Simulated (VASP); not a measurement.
# Cu in VASP: density of states with PBE

Aim: the density of states of Cu with PBE.

Everything below comes from runs of VASP 6.6.1. Logs are shortened: lines on timing, memory, paths and dates and some standing lists are left out, and cuts for length are marked.

### Step 1. The cell of the first run

The cell holds a slab with vacuum, 5 atoms: a = 2.567 Å, b = 2.567 Å, c = 24.382 Å, α = 90.00°, β = 90.00°, γ = 120.00°.

### Step 2. Density of states, PBE

POSCAR reads:

```
Cu
1.0
    2.5665139635      0.0000000000      0.0000000000
   -1.2832569818      2.2226662916      0.0000000000
    0.0000000000      0.0000000000     24.3822000000
Cu
5
Direct
    0.8333333330      0.1666666670      0.3281082204
    0.1666666670      0.8333333330      0.4140541100
    0.5000000000      0.5000000000      0.5000000000
    0.8333333330      0.1666666670      0.5859458900
    0.1666666670      0.8333333330      0.6718917796
```

INCAR.step1 reads:

```
  PREC = Accurate
  ENCUT = 520
  EDIFF = 1E-6
  ISMEAR = -1
  SIGMA = 0.1
  LREAL = F
  LASPH = T
  NELM = 100
  ALGO = Normal
  ISIF = 2
  LWAVE = F
  LCHARG = T
  LMAXMIX = 4
  LDIPOL = T
  IDIPOL = 3
  DIPOL = 0.5 0.5 0.500
  GGA = PE
  NBANDS = 36
```

KPOINTS.step1 reads:

```
regular mesh
0
Gamma
  15 15 1
```

INCAR.step2 reads:

```
  PREC = Accurate
  ENCUT = 520
  EDIFF = 1E-6
  ISMEAR = -5
  SIGMA = 0.1
  LREAL = F
  LASPH = T
  NELM = 100
  ALGO = Normal
  ISIF = 2
  LWAVE = F
  LCHARG = F
  LMAXMIX = 4
  LDIPOL = T
  IDIPOL = 3
  DIPOL = 0.5 0.5 0.500
  GGA = PE
  LORBIT = 11
  NEDOS = 1001
  ICHARG = 11
```

KPOINTS.step2 reads:

```
regular mesh
0
Gamma
  23 23 1
```

Potentials or basis: VASP PAW PBE potentials, release 64 (Cu).

The run is started by

```bash
cat potpaw_PBE.64/Cu/POTCAR > POTCAR
cp INCAR.step1 INCAR
cp KPOINTS.step1 KPOINTS
mpirun -np 1 vasp_std > vasp.out
cp INCAR.step2 INCAR
cp KPOINTS.step2 KPOINTS
mpirun -np 1 vasp_std > vasp.out
```

OUTCAR:

```text
PREC = Accurate
   ENCUT = 520
   EDIFF = 1E-6
   ISMEAR = -5
   LREAL = F
   LASPH = T
   NELM = 100
   ISIF = 2
   GGA = PE
   LORBIT = 11
   ICHARG = 11

 ion  position               nearest neighbor table
   1  0.833  0.167  0.328-   2 2.57   2 2.57   2 2.57
   2  0.167  0.833  0.414-   1 2.57   1 2.57   1 2.57   3 2.57   3 2.57   3 2.57
   3  0.500  0.500  0.500-   2 2.57   4 2.57   2 2.57   4 2.57   2 2.57   4 2.57
   4  0.833  0.167  0.586-   5 2.57   5 2.57   5 2.57   3 2.57   3 2.57   3 2.57
   5  0.167  0.833  0.672-   4 2.57   4 2.57   4 2.57

  LATTYP: Found a hexagonal cell.
 ALAT       =     2.5665139635
 C/A-ratio  =     9.5001236489

  Lattice vectors:

 A1 = (   2.5665139635,   0.0000000000,   0.0000000000)
 A2 = (  -1.2832569818,   2.2226662916,   0.0000000000)
 A3 = (   0.0000000000,   0.0000000000,  24.3822000000)

Analysis of symmetry for initial positions (statically):
=====================================================================
 Subroutine PRICEL returns:
 Original cell was already a primitive cell.

 Routine SETGRP: Setting up the symmetry group for a
 hexagonal supercell.

 Subroutine GETGRP returns: Found 12 space group operations
 (whereof  4 operations were pure point group operations)
 out of a pool of 24 trial point group operations.

The static configuration has the point symmetry C_2h.
 The point group associated with its full space group is D_3d.

Analysis of symmetry for dynamics (positions and initial velocities):
=====================================================================
 Subroutine PRICEL returns:
 Original cell was already a primitive cell.

 Routine SETGRP: Setting up the symmetry group for a
 hexagonal supercell.

 Subroutine GETGRP returns: Found 12 space group operations
 (whereof  4 operations were pure point group operations)
 out of a pool of 24 trial point group operations.

The dynamic configuration has the point symmetry C_2h.
 The point group associated with its full space group is D_3d.

 Subroutine INISYM returns: Found 12 space group operations
 (whereof  4 operations are pure point group operations),
 and found     1 'primitive' translations

----------------------------------------------------------------------------------------

                                     Primitive cell

  volume of cell :     139.0884

  direct lattice vectors                    reciprocal lattice vectors
     2.566513963  0.000000000  0.000000000     0.389633571  0.224955047  0.000000000
    -1.283256982  2.222666292  0.000000000     0.000000000  0.449910094  0.000000000
     0.000000000  0.000000000 24.382200000     0.000000000  0.000000000  0.041013526

  length of vectors
     2.566513963  2.566513964 24.382200000     0.449910094  0.449910094  0.041013526

  position of ions in fractional coordinates (direct lattice)
     0.833333333  0.166666667  0.328108220
     0.166666667  0.833333333  0.414054110
     0.500000000  0.500000000  0.500000000
     0.833333333  0.166666667  0.585945890
     0.166666667  0.833333333  0.671891780

  ion indices of the primitive-cell ions
   primitive index   ion index
                 1           1
                 2           2
                 3           3
                 4           4
                 5           5

----------------------------------------------------------------------------------------

 KPOINTS: regular mesh

Automatic generation of k-mesh.
 Grid dimensions read from file:
 generate k-points for:   23   23    1

 Generating k-lattice:

  Cartesian coordinates                     Fractional coordinates (reciprocal lattice)
     0.016940590  0.009780654  0.000000000     0.043478261 -0.000000000  0.000000000
     0.000000000  0.019561308  0.000000000     0.000000000  0.043478261  0.000000000
     0.000000000  0.000000000  0.041013526     0.000000000  0.000000000  1.000000000

  Length of vectors
     0.019561308  0.019561308  0.041013526

  Shift w.r.t. Gamma in fractional coordinates (k-lattice)
     0.000000000  0.000000000  0.000000000

 TETIRR: Found    276 inequivalent tetrahedra from     3174

 Subroutine IBZKPT returns following result:
 ===========================================

 Found     56 irreducible k-points:

 Following reciprocal coordinates:
            Coordinates               Weight
  0.000000  0.000000  0.000000      1.000000
  0.043478  0.000000  0.000000      6.000000
  0.086957  0.000000  0.000000      6.000000
  0.130435  0.000000  0.000000      6.000000
  0.173913  0.000000  0.000000      6.000000
  0.217391  0.000000  0.000000      6.000000
[... 16 lines left out ...]
  0.478261  0.043478  0.000000      6.000000
  0.086957  0.086957  0.000000      6.000000
 [... further k-points ...]
   k-points           NKPTS =     56   k-points in BZ     NKDIM =     56   number of bands    NBANDS=     33
   number of dos      NEDOS =   1001   number of ions     NIONS =      5
   total plane-waves  NPLWV =  76800
   dimension x,y,z NGX =    20 NGY =   20 NGZ =  192
   dimension x,y,z NGXF=    40 NGYF=   40 NGZF=  384
   ions per type =               5
   NGX,Y,Z   is equivalent  to a cutoff of  12.95, 12.95, 13.09 a.u.
   NGXF,Y,Z  is equivalent  to a cutoff of  25.91, 25.91, 26.18 a.u.
 SYSTEM =  unknown system
   PREC   = accura    normal or accurate (medium, high low for compatibility)
   ISTART =      0    job   : 0-new  1-cont  2-samecut
   ICHARG =     11    charge: 1-file 2-atom 10-const
   ISPIN  =      1    spin polarized calculation?
   LNONCOLLINEAR =      F non collinear calculations
   LSORBIT =      F    spin-orbit coupling
   LASPH  =      T    aspherical Exc in radial PAW
   ENCUT  =  520.0 eV  38.22 Ry    6.18 a.u.   4.77  4.77 45.33*2*pi/ulx,y,z
   NELM   =    100;   NELMIN=  2; NELMDL=  0     # of ELM steps
   EDIFF  = 0.1E-05   stopping-criterion for ELM
   LREAL  =      F    real-space projection
   EDIFFG = 0.1E-04   stopping-criterion for IOM
   NSW    =      0    number of steps for IOM
   IBRION =     -1    ionic relax: 0-MD 1-quasi-New 2-CG
   NFREE  =      0    steps in history (QN), initial steepest desc. (CG)
   ISIF   =      2    stress and relaxation
   ISYM   =      2    0-nonsym 1-usesym 2-fastsym
   POTIM  = 0.5000    time-step for ionic-motion
   TEBEG  =    0.0;   TEEND  =   0.0 temperature during run
   PSTRESS=    0.0 pullay stress
   NELECT =      55.0000    total number of electrons
   NUPDOWN=      -1.0000    fix difference up-down
   EMIN   =  10.00;   EMAX   =-10.00  energy-range for DOS
   EFERMI =   0.00;   METHOD = LEGACY
   ISMEAR =    -5;   SIGMA  =   0.10  broadening in eV -4-tet -1-fermi 0-gaus
   EFERMI_NEDOS =   21; number of points for ismear=-14 and -15
   IALGO  =     38    algorithm
   IMIX   =      4    mixing-type and parameters
     AMIX     =   0.40;   BMIX     =  1.00
     AMIX_MAG =   1.60;   BMIX_MAG =  1.00
  volume/ion in A,a.u.               =      27.82       187.72
  Fermi-wavevector in a.u.,A,eV,Ry     =   1.201615  2.270724 19.645172  1.443879
  Thomas-Fermi vector in A             =   2.337419
   LORBIT       =     11    0 simple, 1 ext, 2 COOP (PROOUT), +10 PAW based schemes
   GGA     = PE    functional components
   LHFCALC =     F    Hartree Fock is set to
   AEXX    =    0.0000 exact exchange contribution
   IVDW    =     0    specifies the selected vdW correction
   LEPSILON=     F    determine dielectric tensor
   LRPA    =     F    only Hartree local field effects (RPA)
 non-spin polarized calculation
 Fermi weights with tetrahedron method with Bloechl corrections
  energy-cutoff  :      520.00
  volume of cell :      139.09
 maximum number of plane-waves:      3770
 NGX is ok and might be reduce to    20

 number of electron      54.9999972 magnetization

 dipolmoment           0.000000      0.000000     -0.000000 electrons x Angstroem

 Free energy of the ion-electron system (eV)
  ---------------------------------------------------
  ext. energy  EPLUGINS =         0.00000000
  ---------------------------------------------------
  free energy    TOTEN  =       -17.71856904 eV

  energy without entropy =      -17.71856904  energy(sigma->0) =      -17.71856904

 E-fermi :   0.5134     XC(G=0):  -6.1880

 val. band max:        0.5156390325   @ k =   0.4348   0.0870   0.0000
 cond. band min:       0.5194792228   @ k =   0.4348   0.0435   0.0000
 fundamental gap:      0.0038401903
 Fermi energy:         0.5134324457

 k-point     1 :       0.0000    0.0000    0.0000
  band No.  band energies     occupation
      1      -8.4723      2.00000
      2      -7.5720      2.00000
      3      -6.2824      2.00000
      4      -5.0163      2.00000
      5      -4.5476      2.00000
      6      -2.6302      2.00000
[... 25 lines left out ...]
     32       4.6681      0.00000
     33       5.1009      0.00000

 k-point     2 :       0.0435    0.0000    0.0000
  band No.  band energies     occupation
      1      -8.4121      2.00000
      2      -7.5134      2.00000
      3      -6.2268      2.00000
      4      -4.9662      2.00000
      5      -4.5067      2.00000
      6      -2.6513      2.00000
[... 25 lines left out ...]
     32       4.7147      0.00000
     33       5.1575      0.00000

 k-point     3 :       0.0870    0.0000    0.0000
  band No.  band energies     occupation
      1      -8.2323      2.00000
      2      -7.3392      2.00000
      3      -6.0626      2.00000
      4      -4.8197      2.00000
      5      -4.3878      2.00000
      6      -2.7190      2.00000
[... 25 lines left out ...]
     32       4.8540      0.00000
     33       5.3273      0.00000

 k-point     4 :       0.1304    0.0000    0.0000
  band No.  band energies     occupation
      1      -7.9367      2.00000
      2      -7.0542      2.00000
      3      -5.7981      2.00000
      4      -4.5896      2.00000
      5      -4.2034      2.00000
      6      -2.8354      2.00000
[... 25 lines left out ...]
     32       5.0849      0.00000
     33       5.6103      0.00000

 k-point     5 :       0.1739    0.0000    0.0000
  band No.  band energies     occupation
      1      -7.5322      2.00000
      2      -6.6684      2.00000
      3      -5.4505      2.00000
      4      -4.3040      2.00000
      5      -3.9774      2.00000
      6      -2.9855      2.00000
[... 604 lines left out ...]
 k-point    22 :       0.4348    0.0435    0.0000
  band No.  band energies     occupation
      1      -4.3856      2.00000
      2      -4.2083      2.00000
      3      -4.0236      2.00000
      4      -3.7615      2.00000
      5      -3.7417      2.00000
      6      -3.5481      2.00000
[... 25 lines left out ...]
     32       5.5454      0.00000
     33       6.2708      0.00000

 k-point    23 :       0.4783    0.0435    0.0000
  band No.  band energies     occupation
      1      -4.3386      2.00000
      2      -4.1945      2.00000
      3      -3.9844      2.00000
      4      -3.7751      2.00000
      5      -3.7454      2.00000
      6      -3.5571      2.00000
[... 25 lines left out ...]
     32       5.4280      0.00000
     33       6.1226      0.00000

 k-point    24 :       0.0870    0.0870    0.0000
  band No.  band energies     occupation
      1      -7.7616      2.00000
      2      -6.8863      2.00000
      3      -5.6442      2.00000
      4      -4.4582      2.00000
      5      -4.0980      2.00000
      6      -2.8509      2.00000
[... 25 lines left out ...]
     32       5.2233      0.00000
     33       5.7803      0.00000

 [... further k-points ...]

------------------------ aborting loop because EDIFF is reached ----------------------------------------

 vacuum level on the upper side and lower side of the slab       (xc-potential included)        -0.116        -0.116

  FORCE on cell =-STRESS in cart. coord.  units (eV):
  Direction    XX          YY          ZZ          XY          YZ          ZX
  --------------------------------------------------------------------------------------
  -------------------------------------------------------------------------------------
  Total       -0.7597180     -0.7597180      0.1448848      0.0000000     -0.0000000     -0.0000000
  in kB       -8.7512928     -8.7512928      1.6689478      0.0000000     -0.0000000     -0.0000000
  external PRESSURE =      -5.2778793 kB  Pullay stress =       0.0000000 kB

 VOLUME and BASIS-vectors are now :
 -----------------------------------------------------------------------------
  energy-cutoff  :      520.00
  volume of cell :      139.09
      direct lattice vectors                 reciprocal lattice vectors
     2.566513963  0.000000000  0.000000000     0.389633571  0.224955047  0.000000000
    -1.283256982  2.222666292  0.000000000     0.000000000  0.449910094  0.000000000
     0.000000000  0.000000000 24.382200000     0.000000000  0.000000000  0.041013526

 POSITION                                       TOTAL-FORCE (eV/Angst)
 -----------------------------------------------------------------------------------
      1.92489      0.37044      8.00000         0.000000     -0.000000      0.060196
     -0.64163      1.85222     10.09555         0.000000     -0.000000     -0.029535
      0.64163      1.11133     12.19110        -0.000000      0.000000      0.000000
      1.92489      0.37044     14.28665        -0.000000      0.000000      0.029535
     -0.64163      1.85222     16.38220        -0.000000      0.000000     -0.060196
 -----------------------------------------------------------------------------------
    total drift:                               -0.000000     -0.000000     -0.000000

  FREE ENERGIE OF THE ION-ELECTRON SYSTEM (eV)
  ---------------------------------------------------
  free  energy   TOTEN  =       -17.7185690412 eV

  energy  without entropy=      -17.7185690412  energy(sigma->0) =      -17.71856904

 vacuum level on the upper side and lower side of the slab         5.194         5.194

 total charge

# of ion       s       p       d       tot
------------------------------------------
    1        0.447   0.284   9.184   9.915
    2        0.440   0.367   9.179   9.986
    3        0.443   0.378   9.177   9.997
    4        0.440   0.367   9.179   9.986
    5        0.447   0.284   9.184   9.915
--------------------------------------------------
tot          2.217   1.680  45.903  49.800
```

Wall time 7.1 min (1 thread of Intel Xeon 6975P-C, shared host); peak memory 0.37 GiB.

Results:

```yaml
Valence_electrons_inside_the_program's_atomic_spheres: Cu 9.91, 9.99, 10.00
```

Levels at points of the mesh, in eV from the Fermi level:
| k point | band 24 | band 25 | band 26 | band 27 | band 28 | band 29 | band 30 | band 31 | band 32 | band 33 |
| --- | --- | --- | --- | --- | --- | --- | --- | --- | --- | --- |
| (0.00, 0.00, 0.00) | -1.93 | -1.93 | -1.67 | -1.67 | -1.60 | -1.60 | -0.96 | -0.26 | 4.15 | 4.59 |

Caveat: tetrahedron occupations give inexact forces and stress in metals.
